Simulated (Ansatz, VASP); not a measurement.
## CoSi in VASP and in Ansatz

The input INCAR:

```
SYSTEM = CoSi
PREC     = Accurate       ! precision mode
ENCUT    = 520            ! plane-wave cutoff, eV
EDIFF    = 1E-6           ! SCF threshold, eV
ISMEAR   = 0              ! smearing method
SIGMA    = 0.15           ! smearing width, eV
LREAL    = .False.        ! projectors in reciprocal space
LASPH    = .True.         ! aspherical terms in the spheres
NELM     = 60             ! most SCF steps
ALGO     = Fast           ! electronic algorithm
ISIF     = 2              ! what is computed and relaxed
LWAVE    = .False.        ! write WAVECAR
LCHARG   = .False.        ! write CHGCAR
GGA      = PS             ! functional
NBANDS   = 36             ! bands
```

File KPOINTS:

```
Automatic mesh
0
Gamma
  10 10 10
  0 0 0
```

File POSCAR:

```
CoSi
1.0
    4.3858255225      0.0000000000      0.0000000000
    0.0000000000      4.3858255225      0.0000000000
    0.0000000000      0.0000000000      4.3858255225
Co Si
4 4
Direct
    0.1495126362      0.1402463102      0.1363783483
    0.3543553257      0.8543553257      0.6456446743
    0.6456446743      0.3543553257      0.8543553257
    0.8543553257      0.6456446743      0.3543553257
    0.8433288496      0.8433288496      0.8433288496
    0.6566711504      0.1566711504      0.3433288496
    0.3433288496      0.6566711504      0.1566711504
    0.1566711504      0.3433288496      0.6566711504
```

Input for Ansatz:

```yaml
crystal:
  lattice:
    - [4.3858255225, 0.0, 0.0]
    - [0.0, 4.3858255225, 0.0]
    - [0.0, 0.0, 4.3858255225]
  atoms:
    - { symbol: Co, position: [0.1495126362, 0.1402463102, 0.1363783483] }
    - { symbol: Co, position: [0.3543553257, 0.8543553257, 0.6456446743] }
    - { symbol: Co, position: [0.6456446743, 0.3543553257, 0.8543553257] }
    - { symbol: Co, position: [0.8543553257, 0.6456446743, 0.3543553257] }
    - { symbol: Si, position: [0.8433288496, 0.8433288496, 0.8433288496] }
    - { symbol: Si, position: [0.6566711504, 0.1566711504, 0.3433288496] }
    - { symbol: Si, position: [0.3433288496, 0.6566711504, 0.1566711504] }
    - { symbol: Si, position: [0.1566711504, 0.3433288496, 0.6566711504] }
basis:
  ecutwfc: 420
kpoints:
  mp_grid: { grid: [10, 10, 10] }
hamiltonian:
  xc: pbesol
scf:
  occupations: { method: gaussian, width: 0.15 }
output:
  forces: true
  stress: true
  eigenvalues: true
```

Alike in both runs: task single point; functional PBEsol; k mesh 10 × 10 × 10; occupations gaussian, width 0.15 eV; no spin polarisation.

|  | VASP | Ansatz |
| --- | --- | --- |
| version | VASP 6.6.1 | Ansatz 0.2.0 |
| potentials or method | VASP PAW PBE potentials, release 64 (Co, Si), cutoff 520 eV | scalar-relativistic, plane waves, PAW |
| valence electrons in the cell | 52 | 84 |

Ansatz gave:

| Quantity | Value |
| --- | --- |
| gap on the k mesh at the Fermi level (eV) | none |
| pressure (GPa) | 0.2 |
| traceless stress, the component that is largest in VASP (GPa) | 0.26 |
| rms of the force components (eV/Å) | 0.151 |

**Question.** Estimate VASP's values.

**Answer.** gap on the k mesh at the Fermi level (eV): none; pressure (GPa): 0.4; traceless stress, the component that is largest in VASP (GPa): 0.27; rms of the force components (eV/Å): 0.153.

VASP's potentials were made for PBE, not for PBEsol. Atom by atom the forces differ by 0.005 eV/Å (rms over components). A gap of «none» marks a metal or a gap that the smearing closes. VASP's potentials hold 52 valence electrons a cell and Ansatz's 84, so a difference there can come from the potentials and not from the codes.
